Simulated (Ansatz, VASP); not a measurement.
One calculation of CuAu, two programs

INCAR

```
SYSTEM = CuAu
PREC = Accurate
ENCUT = 520
EDIFF = 1E-8
ISMEAR = -1
SIGMA = 0.05
LREAL = .False.
LASPH = .True.
NELM = 60
ALGO = Normal
ISIF = 2
LWAVE = .False.
LCHARG = .False.
GGA = PS
LEFG = .True.
NBANDS = 18
```

File KPOINTS:

```
regular mesh
0
Gamma
  13 13 10
  0 0 0
```

File POSCAR:

```
CuAu
1.0
    2.8000000000      0.0000000000      0.0000000000
    0.0000000000      2.8000000000      0.0000000000
    0.0000000000      0.0000000000      3.7434000000
Cu Au
1 1
Direct
    0.5000000000      0.5000000000      0.5000000000
    0.0000000000      0.0000000000      0.0000000000
```

Input for Ansatz:

```yaml
crystal:
  lattice:
    - [2.8, 0.0, 0.0]
    - [0.0, 2.8, 0.0]
    - [0.0, 0.0, 3.7434]
  atoms:
    - { symbol: Cu, position: [0.5, 0.5, 0.5] }
    - { symbol: Au, position: [0.0, 0.0, 0.0] }
kpoints:
  mp_grid: { grid: [13, 13, 10] }
scf:
  occupations: { method: fermi_dirac, width: 0.05 }
hamiltonian:
  xc: pbesol
  pseudopotentials: { kind: paw }
output:
  forces: true
  stress: true
  eigenvalues: true
  efg: { contact_densities: true }
  write_density: true
  write_potential: true
  elf: true
  volumetric_format: npy
```

Change from the starting cell: zz strain of +2 %, PAW files.

Alike in both runs: task electric field gradients; functional PBEsol; k mesh 13 × 13 × 10; occupations fermi-dirac, width 0.05 eV; no spin polarisation.

|  | VASP | Ansatz |
| --- | --- | --- |
| version | VASP 6.6.1 | Ansatz 0.2.0 |
| potentials or method | VASP PAW PBE potentials, release 64 (Cu, Au) | PAW with Ansatz's default frozen-core files, scalar-relativistic |
| plane-wave cutoff (eV) | 520 | 420 |
| valence electrons in the cell | 22 | 38 |

VASP gave:

| Quantity | Value |
| --- | --- |
| pressure (GPa) | -4.9 |
| traceless stress, the component that is largest in VASP (GPa) | -0.27 |
| size of Vzz on the site where it differs most (V/Å²) | 84.3 |

Task: Which values does Ansatz return?

Result: Pressure (GPa): -4.9; traceless stress, the component that is largest in VASP (GPa): -0.32; size of Vzz on the site where it differs most (V/Å²): 56.7.

VASP's potentials were made for PBE, not for PBEsol. The functional is the same, so the differences come from potentials, cutoffs and numerics. VASP's potentials hold 22 valence electrons a cell and Ansatz's 38, so a difference there can come from the potentials and not from the codes.

Spin-orbit coupling is off throughout.
